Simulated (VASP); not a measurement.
# NaH (Pm-3m) in VASP: a series of runs, part 2 of 2

VASP 6.6.1.

### Step 3. Relaxation of cell and atoms, HSE06

This run uses another cell than the first one, of 12.61 Å³/atom.

The input, POSCAR:

```
NaH
1.0
    2.9323911888      0.0000000000      0.0000000000
    0.0000000000      2.9323911888      0.0000000000
    0.0000000000      0.0000000000      2.9323911888
Na H
1 1
Direct
    0.0000000000      0.0000000000      0.0000000000
    0.5000000000      0.5000000000      0.5000000000
```

The input, INCAR.step1:

```
PREC = Accurate ; ENCUT = 600
EDIFF = 1E-5 ; ISMEAR = -1
SIGMA = 0.02 ; LREAL = F
LASPH = T ; NELM = 100
ALGO = Normal ; LWAVE = T
LCHARG = F ; GGA = PE
NBANDS = 11
```

The input, INCAR.step2:

```
PREC = Accurate ; ENCUT = 600
EDIFF = 1E-6 ; ISMEAR = -1
SIGMA = 0.02 ; LREAL = F
LASPH = T ; NELM = 100
ALGO = Normal ; ISIF = 3
LWAVE = F ; LCHARG = F
GGA = PE ; LHFCALC = T
HFSCREEN = 0.2079 ; PRECFOCK = Normal
IBRION = 2 ; NSW = 80
EDIFFG = -0.005 ; ISTART = 1
```

The input, KPOINTS:

```
Automatic mesh
0
Gamma
  6 6 6
```

Potentials or basis: VASP PAW PBE potentials, release 64 (Na_pv, H).

Started as:

```bash
$ cat potpaw_PBE.64/Na_pv/POTCAR potpaw_PBE.64/H/POTCAR > POTCAR
$ cp INCAR.step1 INCAR
$ mpirun -np 1 vasp_std > vasp.out
$ cp INCAR.step2 INCAR
$ mpirun -np 1 vasp_std > vasp.out
```

OUTCAR:

```text
PREC = Accurate
   ENCUT = 600
   EDIFF = 1E-6
   ISMEAR = -1
   LREAL = F
   LASPH = T
   NELM = 100
   ISIF = 3
   GGA = PE
   LHFCALC = T
   HFSCREEN = 0.2079
   PRECFOCK = Normal
   IBRION = 2
   NSW = 80
   EDIFFG = -0.005
   ISTART = 1

 ion  position               nearest neighbor table
   1  0.000  0.000  0.000-
   2  0.500  0.500  0.500-

  LATTYP: Found a simple cubic cell.
 ALAT       =     2.9323911888

  Lattice vectors:

 A1 = (   2.9323911888,   0.0000000000,   0.0000000000)
 A2 = (   0.0000000000,   2.9323911888,   0.0000000000)
 A3 = (   0.0000000000,   0.0000000000,   2.9323911888)

Analysis of symmetry for initial positions (statically):
=====================================================================
 Subroutine PRICEL returns:
 Original cell was already a primitive cell.

 Routine SETGRP: Setting up the symmetry group for a
 simple cubic supercell.

 Subroutine GETGRP returns: Found 48 space group operations
 (whereof 48 operations were pure point group operations)
 out of a pool of 48 trial point group operations.

The static configuration has the point symmetry O_h .

Analysis of symmetry for dynamics (positions and initial velocities):
=====================================================================
 Subroutine PRICEL returns:
 Original cell was already a primitive cell.

 Routine SETGRP: Setting up the symmetry group for a
 simple cubic supercell.

 Subroutine GETGRP returns: Found 48 space group operations
 (whereof 48 operations were pure point group operations)
 out of a pool of 48 trial point group operations.

The dynamic configuration has the point symmetry O_h .

 Subroutine INISYM returns: Found 48 space group operations
 (whereof 48 operations are pure point group operations),
 and found     1 'primitive' translations

[... 105 lines left out ...]
   EFERMI_NEDOS =   21; number of points for ismear=-14 and -15
   IALGO  =     38    algorithm
   IMIX   =      1    mixing-type and parameters
     AMIX     =   0.40;   BMIX     =  1.00
     AMIX_MAG =   1.60;   BMIX_MAG =  1.00
  volume/ion in A,a.u.               =      12.61        85.08
  Fermi-wavevector in a.u.,A,eV,Ry     =   1.116562  2.109997 16.962535  1.246711
  Thomas-Fermi vector in A             =   2.253177
   LORBIT       =      0    0 simple, 1 ext, 2 COOP (PROOUT), +10 PAW based schemes
   GGA     = PE    functional components
   LHFCALC =     T    Hartree Fock is set to
   PRECFOCK=normal    Normal, Fast or Accurate (Low or Medium for compatibility)
   ENCUT4O =  -1.0   cutoff for four orbital integrals eV
   NKREDX  =     1    reduce k-point grid by
   NKREDY  =     1    reduce k-point grid by
   NKREDZ  =     1    reduce k-point grid by
   AEXX    =    0.2500 exact exchange contribution
   HFSCREEN=    0.2079 screening length (either q_TF or 0.3 A-1)
   HFSCREENC=   0.2079 screening length for correlation (either q_TF or 0.3 A-1)
   ENCUTFOCK=  -1.0 apply spherical cutoff to Coloumb kernel
   IVDW    =     0    specifies the selected vdW correction
   LEPSILON=     F    determine dielectric tensor
   LRPA    =     F    only Hartree local field effects (RPA)
 conjugate gradient relaxation of ions
 non-spin polarized calculation
  energy-cutoff  :      600.00
  volume of cell :       25.22
 maximum number of plane-waves:       868
 NGX is ok and might be reduce to    24
  NGX = 18; NGY = 18; NGZ = 18

--------------------------------------- Ionic step        1  -------------------------------------------

 number of electron       8.0000014 magnetization

 Free energy of the ion-electron system (eV)
  ---------------------------------------------------
  ext. energy  EPLUGINS =         0.00000000
  ---------------------------------------------------
  free energy    TOTEN  =        -5.44386840 eV

  energy without entropy =       -5.44386840  energy(sigma->0) =       -5.44386840

------------------------ aborting loop because EDIFF is reached ----------------------------------------

  FORCE on cell =-STRESS in cart. coord.  units (eV):
  Direction    XX          YY          ZZ          XY          YZ          ZX
  --------------------------------------------------------------------------------------
  -------------------------------------------------------------------------------------
  Total        0.0497730      0.0497730      0.0497730      0.0000000      0.0000000     -0.0000000
  in kB        3.1625593      3.1625593      3.1625593      0.0000000      0.0000000     -0.0000000
  external PRESSURE =       3.1625593 kB  Pullay stress =       0.0000000 kB
[... 95 lines left out ...]
--------------------------------------- Ionic step        4  -------------------------------------------

 number of electron       8.0000013 magnetization

 Free energy of the ion-electron system (eV)
  ---------------------------------------------------
  ext. energy  EPLUGINS =         0.00000000
  ---------------------------------------------------
  free energy    TOTEN  =        -5.44418497 eV

  energy without entropy =       -5.44418497  energy(sigma->0) =       -5.44418497

 E-fermi :   1.3466     XC(G=0):  -6.8604

 val. band max:        0.8348472021   @ k =   0.5000   0.5000   0.5000
 cond. band min:       2.7088589135   @ k =   0.5000   0.0000   0.0000
 fundamental gap:      1.8740117113
 Fermi energy:         1.3466415237

 k-point     1 :       0.0000    0.0000    0.0000
  band No.  band energies     occupation
      1     -26.2407      2.00000
      2     -26.2407      2.00000
      3     -26.2407      2.00000
      4      -5.7191      2.00000
      5      11.0121      0.00000
      6      13.0123      0.00000
      7      13.0123      0.00000
      8      14.6826      0.00000
[... 236 lines left out ...]
  FREE ENERGIE OF THE ION-ELECTRON SYSTEM (eV)
  ---------------------------------------------------
  free  energy   TOTEN  =        -5.4441849722 eV

  energy  without entropy=       -5.4441849722  energy(sigma->0) =       -5.44418497

 reached required accuracy - stopping structural energy minimisation
```

OUTCAR.step1:

```text
PREC = Accurate
   ENCUT = 600
   EDIFF = 1E-5
   ISMEAR = -1
   LREAL = F
[... 494 lines left out ...]
      0.00000      0.00000      0.00000         0.000000      0.000000      0.000000
      1.46620      1.46620      1.46620         0.000000      0.000000      0.000000
 -----------------------------------------------------------------------------------
    total drift:                                0.000000      0.000000      0.000000

  FREE ENERGIE OF THE ION-ELECTRON SYSTEM (eV)
  ---------------------------------------------------
  free  energy   TOTEN  =        -4.7686813731 eV

  energy  without entropy=       -4.7686813731  energy(sigma->0) =       -4.76868137
```

Wall time 16 min (1 thread of Intel Xeon Platinum 8259CL at 2.50GHz (Skylake/Cascade Lake), shared host); peak memory 0.24 GiB.

Results:

```
Free energy                           : -5.4442 eV
Relaxed volume                        : 12.73 Å³/atom
Relaxed cell                          : a = 2.942 Å, b = 2.942 Å, c = 2.942 Å, α = 90.00°, β = 90.00°, γ = 90.00°
Space group after relaxing (to 0.1 Å) : Pm-3m (No. 221)
Energy gained by relaxing             : 0.2 meV/atom
Ionic steps                           : 4
Pressure after relaxing               : 0.0 GPa
Band gap on the k mesh                : 1.87 eV (least direct gap 5.68 eV)
```

The path:
```
step  energy change (eV)  largest force (eV/Å)  pressure (GPa)  volume (Å³)
   1              0.0000                0.0000            0.32        25.22
   2             -0.0002                0.0000            0.20        25.31
   3             -0.0002                0.0000            0.15        25.36
   4             -0.0003                0.0000            0.05        25.45
```

Final structure:
```xyz
2
Lattice="2.9416 0.0000 0.0000 0.0000 2.9416 0.0000 0.0000 0.0000 2.9416" Properties=species:S:1:pos:R:3 pbc="T T T"
Na    0.0000    0.0000    0.0000
H     1.4708    1.4708    1.4708
```

Caveat: the structure was generated, so it needn't be the stable form of NaH; the PAW data sets were made with another functional, which shifts forces and pressure a little.
